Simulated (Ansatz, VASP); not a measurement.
Two plane-wave programs on Rh

POSCAR

```
Rh
1.0
    0.0000000000      1.9208360000      1.9208360000
    1.9208360000      0.0000000000      1.9208360000
    1.9208360000      1.9208360000      0.0000000000
Rh
1
Direct
    0.0000000000      0.0000000000      0.0000000000
```

The input INCAR.step1:

```
  PREC = Accurate
  ENCUT = 550
  ISMEAR = 1
  SIGMA = 0.0353
  LREAL = False
  LASPH = True
  NELM = 120
  NBANDS = 14
  GGA = PE
  ALGO = Normal
  EDIFF = 1E-5
  LWAVE = True
  LCHARG = False
  GGA_COMPAT = False
```

The input INCAR.step2:

```
  PREC = Accurate
  ENCUT = 550
  EDIFF = 1E-6
  ISMEAR = 1
  SIGMA = 0.0353
  LREAL = False
  LASPH = True
  NELM = 120
  ALGO = Normal
  ISIF = 2
  LWAVE = False
  LCHARG = True
  METAGGA = R2SCAN
  LMIXTAU = True
  LELF = True
  LVHAR = True
  NBANDS = 14
  ISTART = 1
  GGA_COMPAT = False
```

KPOINTS

```
regular mesh
0
Gamma
  11 11 11
```

Input for Ansatz:

```yaml
crystal:
  lattice:
    - [0.0, 1.920836, 1.920836]
    - [1.920836, 0.0, 1.920836]
    - [1.920836, 1.920836, 0.0]
  atoms:
    - { symbol: Rh, position: [0.0, 0.0, 0.0] }
  symmetry: { tolerance: 0.0003 }
kpoints:
  mp_grid: { grid: [11, 11, 11], shift: [0, 0, 0] }
  band_path:
    path:
      - [0.0, 0.0, 0.0]
      - [0.5, 0.0, 0.5]
      - [0.625, 0.25, 0.625]
      - [0.375, 0.375, 0.75]
      - [0.0, 0.0, 0.0]
      - [0.5, 0.5, 0.5]
      - [0.5, 0.25, 0.75]
      - [0.5, 0.0, 0.5]
    npoints: 8
magnetization:
  spin_polarized: false
scf:
  occupations: { method: methfessel_paxton, width: 0.0353 }
  lower_state_search: "off"
  max_iter: 200
hamiltonian:
  pseudopotentials: { kind: paw }
  xc: r2scan
basis:
  ecutwfc: 500
  fft_grid_basis: typed
output:
  forces: true
  stress: true
  eigenvalues: true
  bader: true
  populations: true
  elf: true
  write_potential: true
  volumetric_format: npy
  dos:
    e_range: [-12, 8]
    de: 0.05
    projected: { site_lists: { Rh: [Rh] } }
checkpoint:
  read: saved_state
```

Alike in both runs: task single point; functional r2SCAN; k mesh 11 × 11 × 11; occupations methfessel-paxton of order 1, width 0.0353 eV; no spin polarisation.

|  | VASP | Ansatz |
| --- | --- | --- |
| version | VASP 6.6.1 | Ansatz 0.2.0 |
| potentials or method | VASP PAW PBE potentials, release 64 (Rh_pv), cutoff 550 eV | PAW plane waves |
| valence electrons in the cell | 15 | 17 |

|  | VASP | Ansatz | Ansatz less VASP |
| --- | --- | --- | --- |
| pressure (GPa) | -7.3 | -8.2 | -0.97 |

VASP's potentials were made for PBE, not for r2SCAN. VASP's potentials hold 15 valence electrons a cell and Ansatz's 17, so a difference there can come from the potentials and not from the codes.
